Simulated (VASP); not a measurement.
# CuO (Cccm) in VASP: relaxation of cell and atoms with PBEsol

Aim: the relaxation of cell and atoms of CuO with PBEsol.

Program: VASP 6.6.1. These are calculated values, not measurements. Logs are shortened: lines on timing, memory, paths and dates and some standing lists are left out, and cuts for length are marked.

### Step 1. The cell of the first run

It takes space group Cccm (No. 66, orthorhombic). Conventional cell: a = 3.982 Å, b = 4.307 Å, c = 5.156 Å, α = 90.00°, β = 90.00°, γ = 90.00°. Cu (site symmetry 2/m) has 4 O at 1.95 Å within 2.6 Å. O (site symmetry 222) has 4 Cu at 1.95 Å and 2 O at 2.58 Å within 2.6 Å.

### Step 2. Relaxation of cell and atoms, PBEsol

Input file INCAR:

```
SYSTEM = CuO
PREC = Accurate
ENCUT = 600
EDIFF = 1E-6
ISMEAR = 0
SIGMA = 0.1
LREAL = .False.
LASPH = .True.
NELM = 100
ALGO = Normal
ISIF = 3
LWAVE = .False.
LCHARG = .False.
GGA = PS
IBRION = 2
NSW = 100
EDIFFG = -0.005
```

Input file KPOINTS:

```
Automatic mesh
0
Gamma
  14 14 8
  0 0 0
```

Input file POSCAR:

```
CuO
1.0
    1.9909680000     -2.1535500000      0.0000000000
    1.9909680000      2.1535500000      0.0000000000
    0.0000000000      0.0000000000      5.1559280000
Cu O
2 2
Direct
    0.0000000000      0.5000000000      0.0000000000
    0.5000000000      0.0000000000      0.5000000000
    0.5000000000      0.5000000000      0.2500000000
    0.5000000000      0.5000000000      0.7500000000
```

Potentials or basis: VASP PAW PBE potentials, release 64 (Cu, O).

Run with:

```console
> cat potpaw_PBE.64/Cu/POTCAR potpaw_PBE.64/O/POTCAR > POTCAR
> mpirun -np 1 vasp_std > vasp.out
```

OUTCAR:

```text
SYSTEM = CuO
   PREC = Accurate
   ENCUT = 600
   EDIFF = 1E-6
   ISMEAR = 0
   LREAL = .False.
   LASPH = .True.
   NELM = 100
   ISIF = 3
   GGA = PS
   IBRION = 2
   NSW = 100
   EDIFFG = -0.005

 ion  position               nearest neighbor table
   1  0.000  0.500  0.000-   3 1.95   4 1.95   3 1.95   4 1.95
   2  0.500  0.000  0.500-   3 1.95   4 1.95   3 1.95   4 1.95
   3  0.500  0.500  0.250-   1 1.95   2 1.95   2 1.95   1 1.95
   4  0.500  0.500  0.750-   1 1.95   2 1.95   2 1.95   1 1.95

  LATTYP: Found a base centered orthorhombic cell.
 ALAT       =     3.9819360000
 B/A-ratio  =     1.0816597755
 C/A-ratio  =     1.2948294498

  Lattice vectors:

 A1 = (   1.9909680000,  -2.1535500000,   0.0000000000)
 A2 = (   1.9909680000,   2.1535500000,   0.0000000000)
 A3 = (   0.0000000000,   0.0000000000,   5.1559280000)

Analysis of symmetry for initial positions (statically):
=====================================================================
 Subroutine PRICEL returns:
 Original cell was already a primitive cell.

 Routine SETGRP: Setting up the symmetry group for a
 base centered orthorhombic supercell.

 Subroutine GETGRP returns: Found  8 space group operations
 (whereof  4 operations were pure point group operations)
 out of a pool of  8 trial point group operations.

The static configuration has the point symmetry C_2h.
 The point group associated with its full space group is D_2h.

Analysis of symmetry for dynamics (positions and initial velocities):
=====================================================================
 Subroutine PRICEL returns:
 Original cell was already a primitive cell.

 Routine SETGRP: Setting up the symmetry group for a
 base centered orthorhombic supercell.

 Subroutine GETGRP returns: Found  8 space group operations
 (whereof  4 operations were pure point group operations)
 out of a pool of  8 trial point group operations.

The dynamic configuration has the point symmetry C_2h.
 The point group associated with its full space group is D_2h.

 Subroutine INISYM returns: Found  8 space group operations
 (whereof  4 operations are pure point group operations),
 and found     1 'primitive' translations

----------------------------------------------------------------------------------------

                                     Primitive cell

  volume of cell :      44.2136

  direct lattice vectors                    reciprocal lattice vectors
     1.990968000 -2.153550000  0.000000000     0.251134122 -0.232174781  0.000000000
     1.990968000  2.153550000  0.000000000     0.251134122  0.232174781  0.000000000
     0.000000000  0.000000000  5.155928000     0.000000000  0.000000000  0.193951506

  length of vectors
     2.932870809  2.932870809  5.155928000     0.342013854  0.342013854  0.193951506

  position of ions in fractional coordinates (direct lattice)
     0.000000000  0.500000000  0.000000000
     0.500000000  0.000000000  0.500000000
     0.500000000  0.500000000  0.250000000
     0.500000000  0.500000000  0.750000000

  ion indices of the primitive-cell ions
   primitive index   ion index
                 1           1
                 2           2
                 3           3
                 4           4

----------------------------------------------------------------------------------------

 KPOINTS: Automatic mesh

Automatic generation of k-mesh.
 Grid dimensions read from file:
 generate k-points for:   14   14    8

 Generating k-lattice:

  Cartesian coordinates                     Fractional coordinates (reciprocal lattice)
     0.017938152 -0.016583913  0.000000000     0.071428571  0.000000000  0.000000000
     0.017938152  0.016583913  0.000000000     0.000000000  0.071428571  0.000000000
     0.000000000  0.000000000  0.024243938     0.000000000  0.000000000  0.125000000

  Length of vectors
     0.024429561  0.024429561  0.024243938

  Shift w.r.t. Gamma in fractional coordinates (k-lattice)
     0.000000000  0.000000000  0.000000000

 Subroutine IBZKPT returns following result:
 ===========================================

 Found    285 irreducible k-points:

 Following reciprocal coordinates:
            Coordinates               Weight
  0.000000  0.000000  0.000000      1.000000
  0.071429  0.000000  0.000000      4.000000
  0.142857  0.000000  0.000000      4.000000
  0.214286  0.000000  0.000000      4.000000
  0.285714  0.000000  0.000000      4.000000
  0.357143  0.000000  0.000000      4.000000
[... 16 lines left out ...]
  0.214286  0.142857  0.000000      4.000000
  0.285714  0.142857  0.000000      4.000000
 [... further k-points ...]
   k-points           NKPTS =    285   k-points in BZ     NKDIM =    285   number of bands    NBANDS=     21
   number of dos      NEDOS =    301   number of ions     NIONS =      4
   total plane-waves  NPLWV =  24192
   dimension x,y,z NGX =    24 NGY =   24 NGZ =   42
   dimension x,y,z NGXF=    48 NGYF=   48 NGZF=   84
   ions per type =               2   2
   NGX,Y,Z   is equivalent  to a cutoff of  13.60, 13.60, 13.54 a.u.
   NGXF,Y,Z  is equivalent  to a cutoff of  27.21, 27.21, 27.08 a.u.
 SYSTEM =  CuO
   PREC   = accura    normal or accurate (medium, high low for compatibility)
   ISTART =      0    job   : 0-new  1-cont  2-samecut
   ICHARG =      2    charge: 1-file 2-atom 10-const
   ISPIN  =      1    spin polarized calculation?
   LNONCOLLINEAR =      F non collinear calculations
   LSORBIT =      F    spin-orbit coupling
   LASPH  =      T    aspherical Exc in radial PAW
   ENCUT  =  600.0 eV  44.10 Ry    6.64 a.u.   5.86  5.86 10.30*2*pi/ulx,y,z
   NELM   =    100;   NELMIN=  2; NELMDL= -5     # of ELM steps
   EDIFF  = 0.1E-05   stopping-criterion for ELM
   LREAL  =      F    real-space projection
   EDIFFG = -.5E-02   stopping-criterion for IOM
   NSW    =    100    number of steps for IOM
   IBRION =      2    ionic relax: 0-MD 1-quasi-New 2-CG
   NFREE  =      1    steps in history (QN), initial steepest desc. (CG)
   ISIF   =      3    stress and relaxation
   ISYM   =      2    0-nonsym 1-usesym 2-fastsym
   POTIM  = 0.5000    time-step for ionic-motion
   TEBEG  =    0.0;   TEEND  =   0.0 temperature during run
   PSTRESS=    0.0 pullay stress
   NELECT =      34.0000    total number of electrons
   NUPDOWN=      -1.0000    fix difference up-down
   EMIN   =  10.00;   EMAX   =-10.00  energy-range for DOS
   EFERMI =   0.00;   METHOD = LEGACY
   ISMEAR =     0;   SIGMA  =   0.10  broadening in eV -4-tet -1-fermi 0-gaus
   EFERMI_NEDOS =   21; number of points for ismear=-14 and -15
   IALGO  =     38    algorithm
   IMIX   =      4    mixing-type and parameters
     AMIX     =   0.40;   BMIX     =  1.00
     AMIX_MAG =   1.60;   BMIX_MAG =  1.00
  volume/ion in A,a.u.               =      11.05        74.59
  Fermi-wavevector in a.u.,A,eV,Ry     =   1.499854  2.834314 30.607167  2.249563
  Thomas-Fermi vector in A             =   2.611430
   LORBIT       =      0    0 simple, 1 ext, 2 COOP (PROOUT), +10 PAW based schemes
   GGA     = PS    functional components
   LHFCALC =     F    Hartree Fock is set to
   AEXX    =    0.0000 exact exchange contribution
   IVDW    =     0    specifies the selected vdW correction
   LEPSILON=     F    determine dielectric tensor
   LRPA    =     F    only Hartree local field effects (RPA)
 conjugate gradient relaxation of ions
 non-spin polarized calculation
 Gauss-broadening in eV      SIGMA  =   0.10
  energy-cutoff  :      600.00
  volume of cell :       44.21
 maximum number of plane-waves:      1498
   NGX = 11   NGY = 11   NGZ = 21

--------------------------------------- Ionic step        1  -------------------------------------------

 number of electron      33.9999991 magnetization

 Free energy of the ion-electron system (eV)
  ---------------------------------------------------
  ext. energy  EPLUGINS =         0.00000000
  ---------------------------------------------------
  free energy    TOTEN  =       -21.45860906 eV

  energy without entropy =      -21.44560577  energy(sigma->0) =      -21.45210741

------------------------ aborting loop because EDIFF is reached ----------------------------------------

  FORCE on cell =-STRESS in cart. coord.  units (eV):
  Direction    XX          YY          ZZ          XY          YZ          ZX
  --------------------------------------------------------------------------------------
  -------------------------------------------------------------------------------------
  Total       -1.1307020     -1.5345816     -1.8420604     -0.0000000      0.0000000      0.0000000
  in kB      -40.9734629    -55.6089252    -66.7510922     -0.0000000      0.0000000      0.0000000
  external PRESSURE =     -54.4444935 kB  Pullay stress =       0.0000000 kB
[... 95 lines left out ...]
  FREE ENERGIE OF THE ION-ELECTRON SYSTEM (eV)
  ---------------------------------------------------
  free  energy   TOTEN  =       -21.4849827343 eV

  energy  without entropy=      -21.4721440646  energy(sigma->0) =      -21.47856340

[... ionic steps 4 to 27 ...]

--------------------------------------- Ionic step       28  -------------------------------------------

 number of electron      33.9999976 magnetization

------------------------ aborting loop because EDIFF is reached ----------------------------------------

  FORCE on cell =-STRESS in cart. coord.  units (eV):
  Direction    XX          YY          ZZ          XY          YZ          ZX
  --------------------------------------------------------------------------------------
  -------------------------------------------------------------------------------------
  Total       -0.0302621     -0.0385685     -0.0602825     -0.0000000      0.0000000      0.0000000
  in kB       -1.1323935     -1.4432127     -2.2557404     -0.0000000      0.0000000      0.0000000
  external PRESSURE =      -1.6104489 kB  Pullay stress =       0.0000000 kB
[... 61 lines left out ...]
  energy  without entropy=      -21.4774624303  energy(sigma->0) =      -21.48385641

--------------------------------------- Ionic step       30  -------------------------------------------

 number of electron      33.9999976 magnetization

 Free energy of the ion-electron system (eV)
  ---------------------------------------------------
  ext. energy  EPLUGINS =         0.00000000
  ---------------------------------------------------
  free energy    TOTEN  =       -21.49025086 eV

  energy without entropy =      -21.47746150  energy(sigma->0) =      -21.48385618

 E-fermi :   5.1830     XC(G=0): -11.7891

 val. band max:        5.1796772907   @ k =  -0.4286   0.2857   0.3750
 cond. band min:       5.1836234836   @ k =   0.3571   0.0000   0.1250
 fundamental gap:      0.0039461928
 Fermi energy:         5.1829784046

 k-point     1 :       0.0000    0.0000    0.0000
  band No.  band energies     occupation
      1     -14.8719      2.00000
      2     -13.4547      2.00000
      3      -3.3460      2.00000
      4      -0.5151      2.00000
      5      -0.5128      2.00000
      6       1.2296      2.00000
[... 550 lines left out ...]
      5      -0.6828      2.00000
      6      -0.4039      2.00000
[... 13 lines left out ...]
     20      10.6375      0.00000
     21      14.0553      0.00000

 [... further k-points ...]

------------------------ aborting loop because EDIFF is reached ----------------------------------------

  FORCE on cell =-STRESS in cart. coord.  units (eV):
  Direction    XX          YY          ZZ          XY          YZ          ZX
  --------------------------------------------------------------------------------------
  -------------------------------------------------------------------------------------
  Total        0.0163302      0.0083988     -0.0072322     -0.0000000      0.0000000      0.0000000
  in kB        0.6114741      0.3144868     -0.2708034     -0.0000000      0.0000000      0.0000000
  external PRESSURE =       0.2183858 kB  Pullay stress =       0.0000000 kB
[... 19 lines left out ...]
  FREE ENERGIE OF THE ION-ELECTRON SYSTEM (eV)
  ---------------------------------------------------
  free  energy   TOTEN  =       -21.4902508560 eV

  energy  without entropy=      -21.4774614999  energy(sigma->0) =      -21.48385618

 reached required accuracy - stopping structural energy minimisation
```

Run time: 55 min. Hardware: 1 thread of Intel Xeon Platinum 8259CL at 2.50GHz (Skylake/Cascade Lake), shared host; peak memory 0.42 GiB.

What came out:

```yaml
Free_energy: -21.4903 eV
Relaxed_volume: 10.70 Å³/atom
Relaxed_cell: a = 2.895 Å, b = 2.895 Å, c = 5.104 Å, α = 90.00°, β = 90.00°, γ = 89.93°
Space_group_after_relaxing_to_0.1_Å: P4_2/mmc (No. 131)
Energy_gained_by_relaxing: 7.9 meV/atom
Ionic_steps: 30
Pressure_after_relaxing: 0.0 GPa
Band_gap_on_the_k_mesh: zero (bands 17 and 18 overlap by 1.21 eV)
```

The path:
```tsv
step	energy change (eV)	largest force (eV/Å)	pressure (GPa)	volume (Å³)
1	0.0000	0.0000	-5.44	44.21
2	-0.0145	0.0000	4.04	41.85
3	-0.0264	0.0000	-0.08	42.77
4	-0.0264	0.0000	0.01	42.74
5	-0.0271	0.0000	0.02	42.71
6	-0.0279	0.0000	0.38	42.62
7	-0.0282	0.0000	-0.40	42.75
8	-0.0282	0.0000	-0.33	42.75
9	-0.0287	0.0000	-0.30	42.75
10	-0.0299	0.0000	-0.01	42.74
11	-0.0308	0.0000	0.48	42.72
12	-0.0311	0.0000	0.07	42.80
13	-0.0311	0.0000	0.13	42.83
14	-0.0312	0.0000	-0.22	42.88
15	-0.0312	0.0000	-0.07	42.87
16	-0.0312	0.0000	-0.11	42.87
17	-0.0312	0.0000	-0.14	42.88
18	-0.0313	0.0000	-0.17	42.87
19	-0.0316	0.0000	-0.22	42.83
20	-0.0314	0.0000	0.05	42.77
21	-0.0316	0.0000	-0.19	42.81
22	-0.0316	0.0000	0.29	42.73
23	-0.0316	0.0000	-0.03	42.78
24	-0.0316	0.0000	0.07	42.78
25	-0.0316	0.0000	0.14	42.78
26	-0.0316	0.0000	-0.26	42.78
27	-0.0316	0.0000	0.10	42.78
28	-0.0316	0.0000	-0.16	42.82
29	-0.0316	0.0000	-0.12	42.80
30	-0.0316	0.0000	0.02	42.79
```

Final structure:
```cif
data_structure
_symmetry_space_group_name_H-M 'P 1'
_symmetry_Int_Tables_number 1
_cell_length_a 2.8954
_cell_length_b 2.8954
_cell_length_c 5.1040
_cell_angle_alpha 90.000
_cell_angle_beta 90.000
_cell_angle_gamma 89.931
_cell_volume 42.79
loop_
_atom_site_label
_atom_site_type_symbol
_atom_site_fract_x
_atom_site_fract_y
_atom_site_fract_z
_atom_site_occupancy
Cu1 Cu 0.00000 0.50000 0.00000 1
Cu2 Cu 0.50000 0.00000 0.50000 1
O1 O 0.50000 0.50000 0.25000 1
O2 O 0.50000 0.50000 0.75000 1
```

Caveat: the PAW data sets were made with another functional, which shifts forces and pressure a little; semilocal functionals often make such compounds metallic where correlation or magnetic order opens a gap, which also shifts bond lengths. With open d or f shells a metallic result of PBEsol can be an artefact of self-interaction; +U or a hybrid may open a gap.
